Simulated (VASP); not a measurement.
Input of a VASP 6.6.1 run:

File INCAR:

```
PREC = Accurate
ENCUT = 520
EDIFF = 1E-6
ISMEAR = 0
SIGMA = 0.15
LREAL = False
LASPH = True
NELM = 60
ALGO = Normal
ISIF = 2
LWAVE = False
LCHARG = False
GGA = PS
NBANDS = 36
```

File KPOINTS:

```
regular mesh
0
Gamma
  12 12 8
```

The input POSCAR:

```
Ge
1.0
    3.9969678618      0.0000000000      0.0000000000
   -1.9984839309      3.5220515313      0.0000000000
    0.0000000000      0.0000000000      6.5963651449
Ge
4
Direct
    0.6666666667      0.3333333333      0.0629118567
    0.3333333333      0.6666666667      0.5629118567
    0.6666666667      0.3333333333      0.4370881433
    0.3333333333      0.6666666667      0.9370881433
```

Potentials or basis: VASP PAW PBE potentials, release 64 (Ge_d).

Run with:

```sh
$ cat potpaw_PBE.64/Ge_d/POTCAR > POTCAR
$ mpirun -np 1 vasp_std > vasp.out
```

What does it give for the largest force?

0.140 eV/Å.

What does it give for the band gap on the k mesh?

Zero (band 28 reaches 4.67 eV, above the bottom of band 29 at 4.61 eV).

Predict the pressure.

-1.2 GPa.

Stress tensor (GPa, compression positive):
```
-0.57  0.00  0.00
 0.00 -2.80  0.00
 0.00  0.00 -0.28
```

Caveat: the cell differs from its parent crystal (strain +0.0175 x Voigt [0, 1, 0, 0, 0, 0]); the PAW data sets were made with another functional, which shifts forces and pressure a little.
